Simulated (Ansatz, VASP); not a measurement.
**In2O3: VASP beside Ansatz**

```xyz
10
Lattice="2.7309 1.5767 4.8183 -2.7309 1.5767 4.8183 0.0000 -3.1534 4.8183" Properties=species:S:1:pos:R:3 pbc="T T T"
In    0.0000    0.0000   12.3915
In    0.0000    0.0000    5.1640
In    0.0000    0.0000    2.0635
In    0.0000    0.0000    9.2910
O     1.1116   -1.5767    6.0229
O    -1.9213   -0.1743    6.0229
O    -1.1116    1.5767    8.4321
O    -0.8096   -1.7510    8.4321
O     1.9213    0.1743    8.4321
O     0.8096    1.7510    6.0229
```

Alike in both runs: task single point; functional PBE; k mesh 4 × 4 × 4; no spin polarisation.

|  | VASP | Ansatz |
| --- | --- | --- |
| version | VASP 6.6.1 | Ansatz 0.2.0 |
| potentials or method | VASP PAW PBE potentials, release 64 (In_d, O) | plane waves, PAW |
| plane-wave cutoff (eV) | 520 | 420 |
| occupations | gaussian, width 0.01 eV | fixed |
| valence electrons in the cell | 88 | 88 |

VASP gave:

- gap on the k mesh at the Fermi level (eV): 1.39
- pressure (GPa): 11.6
- traceless stress, the component that is largest in VASP (GPa): -1.21
- rms of the force components (eV/Å): 0.039

Task: Which values does Ansatz return?

Result: gap on the k mesh at the Fermi level (eV): 1.40; pressure (GPa): 11.0; traceless stress, the component that is largest in VASP (GPa): -1.10; rms of the force components (eV/Å): 0.042.

Atom by atom the forces differ by 0.006 eV/Å (rms over components).
